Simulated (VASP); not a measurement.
# Te2Mo in VASP: notebook

The runs below take Te2Mo through single point, with PBE, r2SCAN+U.

Everything below comes from runs of VASP 6.6.1. Logs are shortened: lines on timing, memory, paths and dates and some standing lists are left out, and cuts for length are marked.

### 1 The cell of the first run

The cell holds a slab with vacuum, 9 atoms: a = 3.556 Å, b = 3.556 Å, c = 32.139 Å, α = 90.00°, β = 90.00°, γ = 120.00°.

### 2 Single point, PBE

The input, INCAR:

```
SYSTEM = Te2Mo
  ALGO = Normal
  EDIFF = 1E-7
  ENCUT = 520
  GGA = PE
  ISIF = 2
  ISMEAR = -1
  LASPH = .TRUE.
  LCHARG = .TRUE.
  LELF = .TRUE.
  LREAL = .FALSE.
  LVHAR = .TRUE.
  LWAVE = .FALSE.
  NBANDS = 49
  NELM = 100
  PREC = Accurate
  SIGMA = 0.05
```

The input, KPOINTS:

```
k-points
0
G
  9 9 1
  0 0 0
```

The input, POSCAR:

```
Te2Mo
1.0
    3.5560587314      0.0000000000      0.0000000000
   -1.7780293657      3.0796371988      0.0000000000
    0.0000000000      0.0000000000     32.1385091570
Te Mo
6 3
Direct
    0.0000000000      0.0000000000      0.0562667835
    0.3333333333      0.6666666667      0.2944045991
    0.3333333333      0.6666666667      0.8181035507
    0.3333333333      0.6666666667      0.1818964493
    0.3333333333      0.6666666667      0.7055954009
    0.0000000000      0.0000000000      0.9437332165
    0.3333333333      0.6666666667      0.0000000000
    0.0000000000      0.0000000000      0.2381695207
    0.0000000000      0.0000000000      0.7618304793
```

Potentials or basis: VASP PAW PBE potentials, release 64 (Te, Mo_sv).

Launch:

```sh
> cat potpaw_PBE.64/Te/POTCAR potpaw_PBE.64/Mo_sv/POTCAR > POTCAR
> mpirun -np 1 vasp_std > vasp.out
```

OUTCAR:

```text
SYSTEM = Te2Mo
   EDIFF = 1E-7
   ENCUT = 520
   GGA = PE
   ISIF = 2
   ISMEAR = -1
   LASPH = .TRUE.
   LREAL = .FALSE.
   NELM = 100
   PREC = Accurate

 ion  position               nearest neighbor table
   1  0.000  0.000  0.056-   7 2.74   7 2.74   7 2.74   6 3.62
   2  0.333  0.667  0.294-   8 2.74   8 2.74   8 2.74   4 3.62
   3  0.333  0.667  0.818-   9 2.74   9 2.74   9 2.74   5 3.62
   4  0.333  0.667  0.182-   8 2.74   8 2.74   8 2.74   2 3.62
   5  0.333  0.667  0.706-   9 2.74   9 2.74   9 2.74   3 3.62
   6  0.000  0.000  0.944-   7 2.74   7 2.74   7 2.74   1 3.62
   7  0.333  0.667  0.000-   1 2.74   6 2.74   1 2.74   6 2.74   1 2.74   6 2.74
   8  0.000  0.000  0.238-   2 2.74   2 2.74   2 2.74   4 2.74   4 2.74   4 2.74
   9  0.000  0.000  0.762-   5 2.74   5 2.74   5 2.74   3 2.74   3 2.74   3 2.74

  LATTYP: Found a hexagonal cell.
 ALAT       =     3.5560587314
 C/A-ratio  =     9.0376767046

  Lattice vectors:

 A1 = (   3.5560587314,   0.0000000000,   0.0000000000)
 A2 = (  -1.7780293657,   3.0796371988,   0.0000000000)
 A3 = (   0.0000000000,   0.0000000000,  32.1385091570)

Analysis of symmetry for initial positions (statically):
=====================================================================
 Subroutine PRICEL returns:
 Original cell was already a primitive cell.

 Routine SETGRP: Setting up the symmetry group for a
 hexagonal supercell.

 Subroutine GETGRP returns: Found 12 space group operations
 (whereof 12 operations were pure point group operations)
 out of a pool of 24 trial point group operations.

The static configuration has the point symmetry D_3h.

Analysis of symmetry for dynamics (positions and initial velocities):
=====================================================================
 Subroutine PRICEL returns:
 Original cell was already a primitive cell.

 Routine SETGRP: Setting up the symmetry group for a
 hexagonal supercell.

 Subroutine GETGRP returns: Found 12 space group operations
 (whereof 12 operations were pure point group operations)
 out of a pool of 24 trial point group operations.

The dynamic configuration has the point symmetry D_3h.

 Subroutine INISYM returns: Found 12 space group operations
 (whereof 12 operations are pure point group operations),
 and found     1 'primitive' translations

----------------------------------------------------------------------------------------

                                     Primitive cell

  volume of cell :     351.9607

  direct lattice vectors                    reciprocal lattice vectors
     3.556058731  0.000000000  0.000000000     0.281210204  0.162356787  0.000000000
    -1.778029366  3.079637199  0.000000000     0.000000000  0.324713574  0.000000000
     0.000000000  0.000000000 32.138509157     0.000000000  0.000000000  0.031115320

  length of vectors
     3.556058731  3.556058731 32.138509157     0.324713574  0.324713574  0.031115320

  position of ions in fractional coordinates (direct lattice)
     0.000000000  0.000000000  0.056266783
     0.333333333  0.666666667  0.294404599
     0.333333333  0.666666667  0.818103551
     0.333333333  0.666666667  0.181896449
     0.333333333  0.666666667  0.705595401
     0.000000000  0.000000000  0.943733217
     0.333333333  0.666666667  0.000000000
     0.000000000  0.000000000  0.238169521
     0.000000000  0.000000000  0.761830479

  ion indices of the primitive-cell ions
   primitive index   ion index
                 1           1
                 2           2
                 3           3
                 4           4
                 5           5
                 6           6
                 7           7
                 8           8
                 9           9

----------------------------------------------------------------------------------------

 KPOINTS: k-points

Automatic generation of k-mesh.
 Grid dimensions read from file:
 generate k-points for:    9    9    1

 Generating k-lattice:

  Cartesian coordinates                     Fractional coordinates (reciprocal lattice)
     0.031245578  0.018039643  0.000000000     0.111111111 -0.000000000  0.000000000
     0.000000000  0.036079286  0.000000000     0.000000000  0.111111111  0.000000000
     0.000000000  0.000000000  0.031115320     0.000000000  0.000000000  1.000000000

  Length of vectors
     0.036079286  0.036079286  0.031115320

  Shift w.r.t. Gamma in fractional coordinates (k-lattice)
     0.000000000  0.000000000  0.000000000

 Subroutine IBZKPT returns following result:
 ===========================================

 Found     12 irreducible k-points:

 Following reciprocal coordinates:
            Coordinates               Weight
  0.000000  0.000000  0.000000      1.000000
  0.111111 -0.000000  0.000000      6.000000
  0.222222 -0.000000  0.000000      6.000000
  0.333333  0.000000  0.000000      6.000000
  0.444444 -0.000000  0.000000      6.000000
  0.111111  0.111111  0.000000      6.000000
  0.222222  0.111111  0.000000     12.000000
  0.333333  0.111111  0.000000     12.000000
  0.444444  0.111111  0.000000      6.000000
  0.222222  0.222222  0.000000      6.000000
  0.333333  0.222222  0.000000     12.000000
  0.333333  0.333333  0.000000      2.000000
   k-points           NKPTS =     12   k-points in BZ     NKDIM =     12   number of bands    NBANDS=     49
   number of dos      NEDOS =    301   number of ions     NIONS =      9
   total plane-waves  NPLWV = 188160
   dimension x,y,z NGX =    28 NGY =   28 NGZ =  240
   dimension x,y,z NGXF=    56 NGYF=   56 NGZF=  480
   ions per type =               6   3
   NGX,Y,Z   is equivalent  to a cutoff of  13.09, 13.09, 12.41 a.u.
   NGXF,Y,Z  is equivalent  to a cutoff of  26.18, 26.18, 24.83 a.u.
 SYSTEM =  Te2Mo
   PREC   = accura    normal or accurate (medium, high low for compatibility)
   ISTART =      0    job   : 0-new  1-cont  2-samecut
   ICHARG =      2    charge: 1-file 2-atom 10-const
   ISPIN  =      1    spin polarized calculation?
   LNONCOLLINEAR =      F non collinear calculations
   LSORBIT =      F    spin-orbit coupling
   LASPH  =      T    aspherical Exc in radial PAW
   ENCUT  =  520.0 eV  38.22 Ry    6.18 a.u.   6.61  6.61 59.76*2*pi/ulx,y,z
   NELM   =    100;   NELMIN=  2; NELMDL= -5     # of ELM steps
   EDIFF  = 0.1E-06   stopping-criterion for ELM
   LREAL  =      F    real-space projection
   EDIFFG = 0.1E-05   stopping-criterion for IOM
   NSW    =      0    number of steps for IOM
   IBRION =     -1    ionic relax: 0-MD 1-quasi-New 2-CG
   NFREE  =      0    steps in history (QN), initial steepest desc. (CG)
   ISIF   =      2    stress and relaxation
   ISYM   =      2    0-nonsym 1-usesym 2-fastsym
   POTIM  = 0.5000    time-step for ionic-motion
   TEBEG  =    0.0;   TEEND  =   0.0 temperature during run
   PSTRESS=    0.0 pullay stress
   NELECT =      78.0000    total number of electrons
   NUPDOWN=      -1.0000    fix difference up-down
   EMIN   =  10.00;   EMAX   =-10.00  energy-range for DOS
   EFERMI =   0.00;   METHOD = LEGACY
   ISMEAR =    -1;   SIGMA  =   0.05  broadening in eV -4-tet -1-fermi 0-gaus
   EFERMI_NEDOS =   21; number of points for ismear=-14 and -15
   IALGO  =     38    algorithm
   IMIX   =      4    mixing-type and parameters
     AMIX     =   0.40;   BMIX     =  1.00
     AMIX_MAG =   1.60;   BMIX_MAG =  1.00
  volume/ion in A,a.u.               =      39.11       263.91
  Fermi-wavevector in a.u.,A,eV,Ry     =   0.990699  1.872149 13.353902  0.981484
  Thomas-Fermi vector in A             =   2.122388
   LORBIT       =      0    0 simple, 1 ext, 2 COOP (PROOUT), +10 PAW based schemes
   GGA     = PE    functional components
   LHFCALC =     F    Hartree Fock is set to
   AEXX    =    0.0000 exact exchange contribution
   IVDW    =     0    specifies the selected vdW correction
   LEPSILON=     F    determine dielectric tensor
   LRPA    =     F    only Hartree local field effects (RPA)
 non-spin polarized calculation
  energy-cutoff  :      520.00
  volume of cell :      351.96
 maximum number of plane-waves:      9567
 NGX is ok and might be reduce to    28
   NGX = 13   NGY = 13   NGZ =119

 number of electron      77.9999998 magnetization

 Free energy of the ion-electron system (eV)
  ---------------------------------------------------
  ext. energy  EPLUGINS =         0.00000000
  ---------------------------------------------------
  free energy    TOTEN  =       -54.10002819 eV

  energy without entropy =      -54.10002270  energy(sigma->0) =      -54.10002545

 E-fermi :   3.8661     XC(G=0):  -7.2306

 val. band max:        3.3618249361   @ k =   0.3333   0.3333   0.0000
 cond. band min:       4.4070117189   @ k =   0.3333   0.3333   0.0000
 fundamental gap:      1.0451867828
 Fermi energy:         3.8661212677

 k-point     1 :       0.0000    0.0000    0.0000
  band No.  band energies     occupation
      1     -57.3575      2.00000
      2     -57.3562      2.00000
      3     -57.3562      2.00000
      4     -31.5027      2.00000
      5     -31.5014      2.00000
      6     -31.5014      2.00000
[... 41 lines left out ...]
     48       6.6531      0.00000
     49       6.6734      0.00000

 k-point     2 :       0.1111   -0.0000    0.0000
  band No.  band energies     occupation
      1     -57.3565      2.00000
      2     -57.3552      2.00000
      3     -57.3552      2.00000
      4     -31.4998      2.00000
      5     -31.4985      2.00000
      6     -31.4985      2.00000
[... 41 lines left out ...]
     48       6.3385      0.00000
     49       6.5046      0.00000

 k-point     3 :       0.2222   -0.0000    0.0000
  band No.  band energies     occupation
      1     -57.3540      2.00000
      2     -57.3527      2.00000
      3     -57.3527      2.00000
      4     -31.4924      2.00000
      5     -31.4910      2.00000
      6     -31.4910      2.00000
[... 457 lines left out ...]
     48       5.5932      0.00000
     49       6.8448      0.00000

 k-point    12 :       0.3333    0.3333    0.0000
  band No.  band energies     occupation
      1     -57.3481      2.00000
      2     -57.3468      2.00000
      3     -57.3468      2.00000
      4     -31.4867      2.00000
      5     -31.4855      2.00000
      6     -31.4855      2.00000
[... 41 lines left out ...]
     48       5.8221      0.00000
     49       7.2402      0.00000

------------------------ aborting loop because EDIFF is reached ----------------------------------------

  FORCE on cell =-STRESS in cart. coord.  units (eV):
  Direction    XX          YY          ZZ          XY          YZ          ZX
  --------------------------------------------------------------------------------------
  -------------------------------------------------------------------------------------
  Total       -0.0224209     -0.0224209      0.1137339      0.0000000      0.0000000      0.0000000
  in kB       -0.1020633     -0.1020633      0.5177334      0.0000000      0.0000000      0.0000000
  external PRESSURE =       0.1045356 kB  Pullay stress =       0.0000000 kB

 VOLUME and BASIS-vectors are now :
 -----------------------------------------------------------------------------
  energy-cutoff  :      520.00
  volume of cell :      351.96
      direct lattice vectors                 reciprocal lattice vectors
     3.556058731  0.000000000  0.000000000     0.281210204  0.162356787  0.000000000
    -1.778029366  3.079637199  0.000000000     0.000000000  0.324713574  0.000000000
     0.000000000  0.000000000 32.138509157     0.000000000  0.000000000  0.031115320

 POSITION                                       TOTAL-FORCE (eV/Angst)
 -----------------------------------------------------------------------------------
      0.00000      0.00000      1.80833        -0.000000      0.000000      0.012912
     -0.00000      2.05309      9.46172        -0.000000      0.000000      0.014115
     -0.00000      2.05309     26.29263         0.000000     -0.000000      0.012725
     -0.00000      2.05309      5.84588        -0.000000     -0.000000     -0.012725
     -0.00000      2.05309     22.67678        -0.000000      0.000000     -0.014115
      0.00000      0.00000     30.33018        -0.000000      0.000000     -0.012912
     -0.00000      2.05309      0.00000         0.000000      0.000000      0.000000
      0.00000      0.00000      7.65441        -0.000000     -0.000000     -0.000138
      0.00000      0.00000     24.48410        -0.000000     -0.000000      0.000138
 -----------------------------------------------------------------------------------
    total drift:                                0.000001     -0.000000     -0.000000

  FREE ENERGIE OF THE ION-ELECTRON SYSTEM (eV)
  ---------------------------------------------------
  free  energy   TOTEN  =       -54.1000281882 eV

  energy  without entropy=      -54.1000227045  energy(sigma->0) =      -54.10002545
```

Wall time 5.4 min (1 thread of Intel Xeon Platinum 8488C (Sapphire Rapids), shared host); peak memory 0.54 GiB.

Results:

```
Free energy            : -54.1000 eV
Largest force          : 0.014 eV/Å
Band gap on the k mesh : 1.05 eV
```

Forces on the atoms (eV/Å):
```
Te   0.000  0.000  0.013
Te   0.000  0.000  0.014
Te   0.000  0.000  0.013
Te   0.000  0.000 -0.013
Te   0.000  0.000 -0.014
Te   0.000  0.000 -0.013
Mo   0.000  0.000  0.000
Mo   0.000  0.000  0.000
Mo   0.000  0.000  0.000
```

Levels at points of the mesh, in eV from the valence-band top:
```
           k point  band 36  band 37  band 38  band 39  band 40  band 41  band 42  band 43
(0.00, 0.00, 0.00)    -0.90    -0.63    -0.34    -0.17     3.00     3.00     3.01     3.01
```

Caveat: there is no dipole correction, which matters where the two faces differ; spin-orbit coupling is left out, which moves the levels of the heavy elements.

### 3 Single point, r2SCAN+U

This run uses another cell than the first one.

The input, POSCAR:

```
Te2Mo
1.0
    3.5624185427      0.0000000000      0.0000000000
   -1.7812092714      3.0851449569      0.0000000000
    0.0000000000      0.0000000000     31.5632657400
Te Mo
6 3
Direct
    0.0000000000      0.0000000000      0.0567620800
    0.3333333333      0.6666666667      0.2889862200
    0.3333333333      0.6666666667      0.8244042500
    0.3333333333      0.6666666667      0.1755957500
    0.3333333333      0.6666666667      0.7110137800
    0.0000000000      0.0000000000      0.9432379200
    0.3333333333      0.6666666667      0.0000000000
    0.0000000000      0.0000000000      0.2323060100
    0.0000000000      0.0000000000      0.7676939900
```

The input, INCAR.step1:

```
ALGO = Normal ; EDIFF = 1E-4
ENCUT = 520 ; GGA = PE
ISMEAR = -1 ; LASPH = T
LCHARG = F ; LDAU = T
LDAUJ = 0 0 ; LDAUL = -1 2
LDAUTYPE = 2 ; LDAUU = 0 5
LMAXMIX = 4 ; LREAL = F
LWAVE = T ; NBANDS = 49
NELM = 150 ; PREC = Accurate
SIGMA = 0.05
```

The input, INCAR.step2:

```
ALGO = Normal ; EDIFF = 1E-6
ENCUT = 520 ; ISIF = 2
ISMEAR = -1 ; ISTART = 1
LASPH = T ; LCHARG = F
LDAU = T ; LDAUJ = 0 0
LDAUL = -1 2 ; LDAUPRINT = 1
LDAUTYPE = 2 ; LDAUU = 0 5
LMAXMIX = 4 ; LMIXTAU = T
LREAL = F ; LWAVE = F
METAGGA = R2SCAN ; NBANDS = 49
NELM = 150 ; PREC = Accurate
SIGMA = 0.05
```

The input, KPOINTS:

```
k-points
0
Gamma
  7 7 1
```

Potentials or basis: VASP PAW PBE potentials, release 64 (Te, Mo_sv).

Launch:

```sh
> cat potpaw_PBE.64/Te/POTCAR potpaw_PBE.64/Mo_sv/POTCAR > POTCAR
> cp INCAR.step1 INCAR
> mpirun -np 1 vasp_std > vasp.out
> cp INCAR.step2 INCAR
> mpirun -np 1 vasp_std > vasp.out
```

It took 14 min on 1 thread of Intel Xeon 6975P-C (Granite Rapids), shared host; peak memory 0.54 GiB.

Results (log left out):

```
Free energy            : -215.5579 eV
Largest force          : 0.295 eV/Å
Band gap on the k mesh : 1.25 eV (least direct gap 1.37 eV)
```

Forces in eV/Å, atoms in the order of the input:
```
Te   0.000  0.000  0.267
Te   0.000  0.000  0.288
Te   0.000  0.000  0.295
Te   0.000  0.000 -0.295
Te   0.000  0.000 -0.288
Te   0.000  0.000 -0.267
Mo   0.000  0.000  0.000
Mo   0.000  0.000  0.015
Mo   0.000  0.000 -0.015
```

Levels at points of the mesh, in eV from the valence-band top:
| k point | band 35 | band 36 | band 37 | band 38 | band 39 | band 40 | band 41 | band 42 | band 43 | band 44 |
| --- | --- | --- | --- | --- | --- | --- | --- | --- | --- | --- |
| (0.00, 0.00, 0.00) | -1.04 | -1.04 | -0.60 | -0.20 | 0.00 | 3.05 | 3.05 | 3.07 | 3.07 | 3.10 |

Eigenvalues of the final occupation matrices:
| site | spin | trace | eigenvalues |
| --- | --- | --- | --- |
| site 7 d | 1 | 1.93 | 0.38 0.38 0.39 0.40 0.40 |
| site 7 d | 2 | 1.93 | 0.38 0.38 0.39 0.40 0.40 |
| site 8 d | 1 | 1.93 | 0.38 0.38 0.39 0.40 0.40 |
| site 8 d | 2 | 1.93 | 0.38 0.38 0.39 0.40 0.40 |
| site 9 d | 1 | 1.93 | 0.38 0.38 0.39 0.40 0.40 |
| site 9 d | 2 | 1.93 | 0.38 0.38 0.39 0.40 0.40 |

Caveat: there is no dipole correction, which matters where the two faces differ; the PAW data sets were made with another functional, which shifts forces and pressure a little; spin-orbit coupling is left out, which moves the levels of the heavy elements; the U is typed as a test and isn't derived for this compound.

(Part 1 of 2 ends here.)
